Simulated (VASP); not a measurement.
# Ir in VASP: further runs

The runs below take Ir through single point, with PBE.

All numbers are computed with VASP 6.6.1; they aren't measurements. Logs are shortened: lines on timing, memory, paths and dates and some standing lists are left out, and cuts for length are marked.

## Step 1: The cell of the first run

The cell holds a slab with vacuum, 6 atoms: a = 2.737 Å, b = 2.737 Å, c = 24.677 Å, α = 90.00°, β = 90.00°, γ = 90.00°.

## Step 2: Single point, PBE

File INCAR:

```
PREC = Accurate
ENCUT = 520
EDIFF = 1E-7
ISMEAR = -1
SIGMA = 0.025
LREAL = False
LASPH = True
NELM = 60
ALGO = Normal
ISIF = 2
LWAVE = False
LCHARG = False
LDIPOL = True
IDIPOL = 3
DIPOL = 0.5 0.5 0.500
GGA = PE
NBANDS = 36
```

File KPOINTS:

```
regular mesh
0
Gamma
  13 13 1
```

File POSCAR:

```
Ir
1.0
    2.7369673168      0.0000000000      0.0000000000
    0.0000000000      2.7369673168      0.0000000000
    0.0000000000      0.0000000000     24.6766407480
Ir
6
Direct
    0.5000000000      0.5000000000      0.3039311581
    0.0000000000      0.0000000000      0.3823586948
    0.5000000000      0.5000000000      0.4607862316
    0.0000000000      0.0000000000      0.5392137684
    0.5000000000      0.5000000000      0.6176413052
    0.0000000000      0.0000000000      0.6960688419
```

Potentials or basis: VASP PAW PBE potentials, release 64 (Ir).

The run is started by

```console
> cat potpaw_PBE.64/Ir/POTCAR > POTCAR
> mpirun -np 1 vasp_std > vasp.out
```

OUTCAR:

```text
PREC = Accurate
   ENCUT = 520
   EDIFF = 1E-7
   ISMEAR = -1
   LREAL = False
   LASPH = True
   NELM = 60
   ISIF = 2
   GGA = PE

 ion  position               nearest neighbor table
   1  0.500  0.500  0.304-   2 2.74   2 2.74   2 2.74   2 2.74
   2  0.000  0.000  0.382-   1 2.74   1 2.74   1 2.74   1 2.74   3 2.74   3 2.74   3 2.74   3 2.74

   3  0.500  0.500  0.461-   2 2.74   2 2.74   2 2.74   2 2.74   4 2.74   4 2.74   4 2.74   4 2.74

   4  0.000  0.000  0.539-   5 2.74   5 2.74   5 2.74   5 2.74   3 2.74   3 2.74   3 2.74   3 2.74

   5  0.500  0.500  0.618-   6 2.74   6 2.74   6 2.74   6 2.74   4 2.74   4 2.74   4 2.74   4 2.74

   6  0.000  0.000  0.696-   5 2.74   5 2.74   5 2.74   5 2.74

  LATTYP: Found a simple tetragonal cell.
 ALAT       =     2.7369673168
 C/A-ratio  =     9.0160524010

  Lattice vectors:

 A1 = (   2.7369673168,   0.0000000000,   0.0000000000)
 A2 = (   0.0000000000,   2.7369673168,   0.0000000000)
 A3 = (   0.0000000000,   0.0000000000,  24.6766407480)

Analysis of symmetry for initial positions (statically):
=====================================================================
 Subroutine PRICEL returns:
 Original cell was already a primitive cell.

 Routine SETGRP: Setting up the symmetry group for a
 simple tetragonal supercell.

 Subroutine GETGRP returns: Found 16 space group operations
 (whereof  8 operations were pure point group operations)
 out of a pool of 16 trial point group operations.

The static configuration has the point symmetry C_4v.
 The point group associated with its full space group is D_4h.

Analysis of symmetry for dynamics (positions and initial velocities):
=====================================================================
 Subroutine PRICEL returns:
 Original cell was already a primitive cell.

 Routine SETGRP: Setting up the symmetry group for a
 simple tetragonal supercell.

 Subroutine GETGRP returns: Found 16 space group operations
 (whereof  8 operations were pure point group operations)
 out of a pool of 16 trial point group operations.

The dynamic configuration has the point symmetry C_4v.
 The point group associated with its full space group is D_4h.

 Subroutine INISYM returns: Found 16 space group operations
 (whereof  8 operations are pure point group operations),
 and found     1 'primitive' translations

----------------------------------------------------------------------------------------

                                     Primitive cell

  volume of cell :     184.8525

  direct lattice vectors                    reciprocal lattice vectors
     2.736967317  0.000000000  0.000000000     0.365367900  0.000000000  0.000000000
     0.000000000  2.736967317  0.000000000     0.000000000  0.365367900  0.000000000
     0.000000000  0.000000000 24.676640748     0.000000000  0.000000000  0.040524154

  length of vectors
     2.736967317  2.736967317 24.676640748     0.365367900  0.365367900  0.040524154

  position of ions in fractional coordinates (direct lattice)
     0.500000000  0.500000000  0.303931158
     0.000000000  0.000000000  0.382358695
     0.500000000  0.500000000  0.460786232
     0.000000000  0.000000000  0.539213768
     0.500000000  0.500000000  0.617641305
     0.000000000  0.000000000  0.696068842

  ion indices of the primitive-cell ions
   primitive index   ion index
                 1           1
                 2           2
                 3           3
                 4           4
                 5           5
                 6           6

----------------------------------------------------------------------------------------

 KPOINTS: regular mesh

Automatic generation of k-mesh.
 Grid dimensions read from file:
 generate k-points for:   13   13    1

 Generating k-lattice:

  Cartesian coordinates                     Fractional coordinates (reciprocal lattice)
     0.028105223  0.000000000  0.000000000     0.076923077  0.000000000  0.000000000
     0.000000000  0.028105223  0.000000000     0.000000000  0.076923077  0.000000000
     0.000000000  0.000000000  0.040524154     0.000000000  0.000000000  1.000000000

  Length of vectors
     0.028105223  0.028105223  0.040524154

  Shift w.r.t. Gamma in fractional coordinates (k-lattice)
     0.000000000  0.000000000  0.000000000

 Subroutine IBZKPT returns following result:
 ===========================================

 Found     28 irreducible k-points:

 Following reciprocal coordinates:
            Coordinates               Weight
  0.000000  0.000000  0.000000      1.000000
  0.076923  0.000000  0.000000      4.000000
  0.153846  0.000000  0.000000      4.000000
  0.230769  0.000000  0.000000      4.000000
  0.307692  0.000000  0.000000      4.000000
  0.384615  0.000000  0.000000      4.000000
[... 16 lines left out ...]
  0.307692  0.307692  0.000000      4.000000
  0.384615  0.307692  0.000000      8.000000
 [... further k-points ...]
[... 62 lines left out ...]
  ---------------------------------------------------
  free energy    TOTEN  =       -50.34960669 eV

  energy without entropy =      -50.33413617  energy(sigma->0) =      -50.34187143

 E-fermi :   1.7034     XC(G=0):  -7.3532

 val. band max:        1.6863721050   @ k =   0.2308   0.0769   0.0000
 cond. band min:       1.7051381350   @ k =   0.0769   0.0000   0.0000
 fundamental gap:      0.0187660300
 Fermi energy:         1.7033925527

 k-point     1 :       0.0000    0.0000    0.0000
  band No.  band energies     occupation
      1      -8.7330      2.00000
      2      -7.6580      2.00000
      3      -6.3119      2.00000
      4      -5.7640      2.00000
      5      -5.1606      2.00000
      6      -5.0209      2.00000
[... 28 lines left out ...]
     35       2.9432      0.00000
     36       2.9432      0.00000

 k-point     2 :       0.0769    0.0000    0.0000
  band No.  band energies     occupation
      1      -8.5682      2.00000
      2      -7.5104      2.00000
      3      -6.1823      2.00000
      4      -5.6344      2.00000
      5      -5.0446      2.00000
      6      -4.8902      2.00000
[... 28 lines left out ...]
     35       2.9800      0.00000
     36       3.4783      0.00000

 k-point     3 :       0.1538    0.0000    0.0000
  band No.  band energies     occupation
      1      -8.0969      2.00000
      2      -7.1093      2.00000
      3      -5.8792      2.00000
      4      -5.3400      2.00000
      5      -4.6553      2.00000
      6      -4.6269      2.00000
[... 28 lines left out ...]
     35       2.9186      0.00000
     36       4.6146      0.00000

 k-point     4 :       0.2308    0.0000    0.0000
  band No.  band energies     occupation
      1      -7.3908      2.00000
      2      -6.5850      2.00000
      3      -5.6259      2.00000
      4      -5.0548      2.00000
      5      -4.4403      2.00000
      6      -4.3773      2.00000
[... 28 lines left out ...]
     35       3.6997      0.00000
     36       5.7064      0.00000

 k-point     5 :       0.3077    0.0000    0.0000
  band No.  band energies     occupation
      1      -6.5819      2.00000
      2      -6.1390      2.00000
      3      -5.5480      2.00000
      4      -4.9397      2.00000
      5      -4.2427      2.00000
      6      -4.2133      2.00000
[... 655 lines left out ...]
 k-point    22 :       0.4615    0.2308    0.0000
  band No.  band energies     occupation
      1      -4.9131      2.00000
      2      -4.8348      2.00000
      3      -4.6372      2.00000
      4      -4.6070      2.00000
      5      -4.2139      2.00000
      6      -4.1609      2.00000
[... 28 lines left out ...]
     35       6.3462      0.00000
     36       6.4673      0.00000

 k-point    23 :       0.3077    0.3077    0.0000
  band No.  band energies     occupation
      1      -5.2880      2.00000
      2      -4.4707      2.00000
      3      -4.3879      2.00000
      4      -4.2362      2.00000
      5      -4.1723      2.00000
      6      -3.8161      2.00000
[... 28 lines left out ...]
     35       6.5415      0.00000
     36       8.0756      0.00000

 k-point    24 :       0.3846    0.3077    0.0000
  band No.  band energies     occupation
      1      -5.1664      2.00000
      2      -4.7359      2.00000
      3      -4.5886      2.00000
      4      -4.4972      2.00000
      5      -4.2181      2.00000
      6      -4.0176      2.00000
[... 28 lines left out ...]
     35       7.2644      0.00000
     36       7.9497      0.00000

 [... further k-points ...]

------------------------ aborting loop because EDIFF is reached ----------------------------------------

 vacuum level on the upper side and lower side of the slab       (xc-potential included)        -0.089        -0.089

  FORCE on cell =-STRESS in cart. coord.  units (eV):
  Direction    XX          YY          ZZ          XY          YZ          ZX
  --------------------------------------------------------------------------------------
  -------------------------------------------------------------------------------------
  Total       -5.3431818     -5.3431818     -3.2074032      0.0000000      0.0000000     -0.0000000
  in kB      -46.3111183    -46.3111183    -27.7996216      0.0000000      0.0000000     -0.0000000
  external PRESSURE =     -40.1406194 kB  Pullay stress =       0.0000000 kB

 VOLUME and BASIS-vectors are now :
 -----------------------------------------------------------------------------
  energy-cutoff  :      520.00
  volume of cell :      184.85
      direct lattice vectors                 reciprocal lattice vectors
     2.736967317  0.000000000  0.000000000     0.365367900  0.000000000  0.000000000
     0.000000000  2.736967317  0.000000000     0.000000000  0.365367900  0.000000000
     0.000000000  0.000000000 24.676640748     0.000000000  0.000000000  0.040524154

 POSITION                                       TOTAL-FORCE (eV/Angst)
 -----------------------------------------------------------------------------------
      1.36848      1.36848      7.50000         0.000000      0.000000      0.904779
      0.00000      0.00000      9.43533         0.000000     -0.000000     -0.858016
      1.36848      1.36848     11.37066         0.000000      0.000000     -0.318585
      0.00000      0.00000     13.30598         0.000000      0.000000      0.318585
      1.36848      1.36848     15.24131        -0.000000      0.000000      0.858016
      0.00000      0.00000     17.17664        -0.000000      0.000000     -0.904779
 -----------------------------------------------------------------------------------
    total drift:                               -0.000000     -0.000000      0.000000

  FREE ENERGIE OF THE ION-ELECTRON SYSTEM (eV)
  ---------------------------------------------------
  free  energy   TOTEN  =       -50.3496066902 eV

  energy  without entropy=      -50.3341361667  energy(sigma->0) =      -50.34187143

 vacuum level on the upper side and lower side of the slab         7.174         7.174
```

Run time: 3.2 min. Hardware: 1 thread of AMD EPYC 9R45 (Zen 5), shared host; peak memory 0.3 GiB.

Results:

- Free energy: -50.3496 eV
- Largest force: 0.905 eV/Å
- Band gap on the k mesh: zero (band 27 reaches 3.00 eV, above the bottom of band 28 at 0.96 eV)

Forces on the atoms (eV/Å):
```
Ir   0.000  0.000  0.905
Ir   0.000  0.000 -0.858
Ir   0.000  0.000 -0.319
Ir   0.000  0.000  0.319
Ir   0.000  0.000  0.858
Ir   0.000  0.000 -0.905
```

Caveat: spin-orbit coupling is left out, which moves the levels of the heavy elements.

## Step 3: Single point, PBE

This run uses another cell than the first one: it holds 4 atoms, not 6.

File INCAR:

```
SYSTEM = Ir
PREC = Accurate ; ENCUT = 520
EDIFF = 1E-6 ; ISMEAR = 0
SIGMA = 0.1 ; LREAL = .False.
LASPH = .True. ; NELM = 80
ALGO = Normal ; ISIF = 2
LWAVE = .False. ; LCHARG = .True.
LDIPOL = .True. ; IDIPOL = 3
DIPOL = 0.5 0.5 0.500 ; GGA = PE
LELF = .True. ; LVHAR = .True.
LVACPOTAV = .True. ; NBANDS = 26
```

File KPOINTS:

```
regular mesh
0
Gamma
  13 13 1
  0 0 0
```

File POSCAR:

```
Ir
1.0
    2.7369673168      0.0000000000      0.0000000000
    0.0000000000      2.7369673168      0.0000000000
    0.0000000000      0.0000000000     20.8059844488
Ir
4
Direct
    0.5000000000      0.5000000000      0.3604732099
    0.0000000000      0.0000000000      0.4534910700
    0.5000000000      0.5000000000      0.5465089300
    0.0000000000      0.0000000000      0.6395267901
```

Potentials or basis: VASP PAW PBE potentials, release 64 (Ir).

The run is started by

```console
> cat potpaw_PBE.64/Ir/POTCAR > POTCAR
> mpirun -np 1 vasp_std > vasp.out
```

It took 2.5 min on 1 thread of Intel Xeon Platinum 8375C at 2.90GHz (Ice Lake), shared host; peak memory 0.28 GiB.

It converged, with:

```yaml
Free_energy: -32.6035 eV
Largest_force: 0.797 eV/Å
Band_gap_on_the_k_mesh: zero (band 18 reaches 1.48 eV, above the bottom of band 19 at -0.31 eV)
```

Forces on the atoms (eV/Å):
```
Ir   0.000  0.000  0.797
Ir   0.000  0.000 -0.745
Ir   0.000  0.000  0.745
Ir   0.000  0.000 -0.797
```

Levels at points of the mesh, in eV from the Fermi level:
| k point | band 16 | band 17 | band 18 | band 19 | band 20 | band 21 |
| --- | --- | --- | --- | --- | --- | --- |
| (0.00, 0.00, 0.00) | -0.80 | -0.06 | -0.06 | -0.04 | 0.16 | 0.79 |

Caveat: spin-orbit coupling is left out, which moves the levels of the heavy elements.

## Step 4: Single point, PBE

File INCAR:

```
  PREC = Accurate
  ENCUT = 520
  EDIFF = 1E-7
  ISMEAR = 0
  SIGMA = 0.1
  LREAL = False
  LASPH = True
  NELM = 100
  ALGO = Fast
  ISIF = 2
  LWAVE = False
  LCHARG = False
  LDIPOL = True
  IDIPOL = 3
  DIPOL = 0.5 0.5 0.500
  GGA = PE
  NBANDS = 36
```

File KPOINTS:

```
regular mesh
0
Gamma
  13 13 1
```

File POSCAR:

```
Ir
1.0
    2.7369673168      0.0000000000      0.0000000000
    0.0000000000      2.7369673168      0.0000000000
    0.0000000000      0.0000000000     24.6766407480
Ir
6
Direct
    0.5000000000      0.5000000000      0.3039311581
    0.0000000000      0.0000000000      0.3823586948
    0.5000000000      0.5000000000      0.4607862316
    0.0000000000      0.0000000000      0.5392137684
    0.5000000000      0.5000000000      0.6176413052
    0.0000000000      0.0000000000      0.6960688419
```

The run is started by

```console
> cat potpaw_PBE.64/Ir/POTCAR > POTCAR
> mpirun -np 1 vasp_std > vasp.out
```

It took 4.8 min on 1 thread of Intel Xeon Platinum 8375C at 2.90GHz (Ice Lake), shared host; peak memory 0.34 GiB.

The run converged. Its results:

| Item | Value |
| --- | --- |
| Free energy | -50.3605 eV |
| Largest force | 0.919 eV/Å |
| Band gap on the k mesh | zero (band 27 reaches 2.99 eV, above the bottom of band 28 at 0.96 eV) |

Forces in eV/Å, atoms in the order of the input:
```
Ir   0.000  0.000  0.919
Ir   0.000  0.000 -0.875
Ir   0.000  0.000 -0.305
Ir   0.000  0.000  0.305
Ir   0.000  0.000  0.875
Ir   0.000  0.000 -0.919
```

Levels at points of the mesh, in eV from the Fermi level:
| k point | band 26 | band 27 | band 28 | band 29 | band 30 | band 31 |
| --- | --- | --- | --- | --- | --- | --- |
| (0.00, 0.00, 0.00) | -0.59 | -0.59 | -0.12 | 0.41 | 0.54 | 0.54 |

Caveat: spin-orbit coupling is left out, which moves the levels of the heavy elements.

## Step 5: Single point, PBE

File INCAR:

```
SYSTEM = Ir
ALGO = Fast
DIPOL = 0.5 0.5 0.500
EDIFF = 1E-6
ENCUT = 520
GGA = PE
IDIPOL = 3
ISIF = 2
ISMEAR = 0
LASPH = .True.
LCHARG = .False.
LDIPOL = .True.
LREAL = .False.
LWAVE = .False.
NBANDS = 36
NELM = 100
PREC = Accurate
SIGMA = 0.1
```

File KPOINTS:

```
k-points
0
Gamma
  13 13 1
  0 0 0
```

File POSCAR:

```
Ir
1.0
    2.7369673168      0.0000000000      0.0000000000
    0.0000000000      2.7369673168      0.0000000000
    0.0000000000      0.0000000000     24.6766407480
Ir
6
Direct
    0.5000000000      0.5000000000      0.3073226962
    0.0000000000      0.0000000000      0.3815734246
    0.5000000000      0.5000000000      0.4605206993
    0.0000000000      0.0000000000      0.5394793007
    0.5000000000      0.5000000000      0.6184265754
    0.0000000000      0.0000000000      0.6926773039
```

The run is started by

```console
> cat potpaw_PBE.64/Ir/POTCAR > POTCAR
> mpirun -np 1 vasp_std > vasp.out
```

It took 4.7 min on 1 thread of Intel Xeon Platinum 8375C at 2.90GHz (Ice Lake), shared host; peak memory 0.34 GiB.

The run converged. Its results:

```yaml
Free_energy: -50.4582 eV
Largest_force: 0.050 eV/Å
Band_gap_on_the_k_mesh: zero (band 27 reaches 2.98 eV, above the bottom of band 28 at 1.03 eV)
```

Forces on the atoms (eV/Å):
```
Ir   0.000  0.000 -0.050
Ir   0.000  0.000  0.022
Ir   0.000  0.000  0.005
Ir   0.000  0.000 -0.005
Ir   0.000  0.000 -0.022
Ir   0.000  0.000  0.050
```

Levels at points of the mesh, in eV from the Fermi level:
```
           k point  band 26  band 27  band 28  band 29  band 30  band 31
(0.00, 0.00, 0.00)    -0.66    -0.66    -0.29     0.37     0.56     0.56
```

Caveat: spin-orbit coupling is left out, which moves the levels of the heavy elements.

## Step 6: Single point, PBE

File INCAR:

```
  ALGO = Fast
  DIPOL = 0.5 0.5 0.500
  EDIFF = 1E-6
  EFIELD = 0.3
  ENCUT = 520
  GGA = PE
  IDIPOL = 3
  ISIF = 2
  ISMEAR = 0
  LASPH = T
  LCHARG = F
  LDIPOL = T
  LREAL = F
  LWAVE = F
  NBANDS = 36
  NELM = 100
  PREC = Accurate
  SIGMA = 0.1
```

File KPOINTS:

```
k-points
0
Gamma
  13 13 1
```

File POSCAR:

```
Ir
1.0
    2.7369673168      0.0000000000      0.0000000000
    0.0000000000      2.7369673168      0.0000000000
    0.0000000000      0.0000000000     24.6766407480
Ir
6
Direct
    0.5000000000      0.5000000000      0.3039311581
    0.0000000000      0.0000000000      0.3823586948
    0.5000000000      0.5000000000      0.4607862316
    0.0000000000      0.0000000000      0.5392137684
    0.5000000000      0.5000000000      0.6176413052
    0.0000000000      0.0000000000      0.6960688419
```

Potentials or basis: VASP PAW PBE potentials, release 64 (Ir).

The run is started by

```console
> cat potpaw_PBE.64/Ir/POTCAR > POTCAR
> mpirun -np 1 vasp_std > vasp.out
```

Run time: 11 min. Hardware: 1 thread of Intel Xeon Platinum 8375C at 2.90GHz (Ice Lake), shared host; peak memory 0.34 GiB.

The run converged. Its results:

```
Free energy            : -50.3847 eV
Largest force          : 0.919 eV/Å
Band gap on the k mesh : zero (band 27 reaches 2.99 eV, above the bottom of band 28 at 0.96 eV)
```

Forces in eV/Å, atoms in the order of the input:
```
Ir   0.000  0.000  0.919
Ir   0.000  0.000 -0.870
Ir   0.000  0.000 -0.311
Ir   0.000  0.000  0.299
Ir   0.000  0.000  0.879
Ir   0.000  0.000 -0.917
```

Levels at points of the mesh, in eV from the Fermi level:
```tsv
k point	band 26	band 27	band 28	band 29	band 30	band 31
(0.00, 0.00, 0.00)	-0.59	-0.59	-0.12	0.41	0.54	0.75
```

Caveat: spin-orbit coupling is left out, which moves the levels of the heavy elements.

## Step 7: Overview

| cell | smearing | electric field (eV/Å) | gap on the mesh (eV) | largest force (eV/Å) |
| --- | --- | --- | --- | --- |
| a = 2.737, b = 2.737, c = 24.677 Å, 6 atoms | fermi-dirac 0.025 eV | - | none | 0.90 |
| a = 2.737, b = 2.737, c = 20.806 Å, 4 atoms | gaussian 0.1 eV | - | none | 0.80 |
| a = 2.737, b = 2.737, c = 24.677 Å, 6 atoms | gaussian 0.1 eV | - | none | 0.05 |
| a = 2.737, b = 2.737, c = 24.677 Å, 6 atoms | gaussian 0.1 eV | -0.3 | none | 0.92 |

Some of these runs hold the atoms at other places in the same cell, which the table doesn't show; runs alike in all that it shows share one row.

Alike in all rows: task single point; level PBE; potentials or basis VASP PAW PBE potentials, release 64 (Ir); no spin polarisation; k mesh 13 × 13 × 1; cutoff (eV) 520.

Every run on the cell as given and a fine mesh finds a metal.

Caveats: spin-orbit coupling is left out, which moves the levels of the heavy elements.

Total energies depend on the potentials used, so only differences within one code and one set of settings carry meaning.
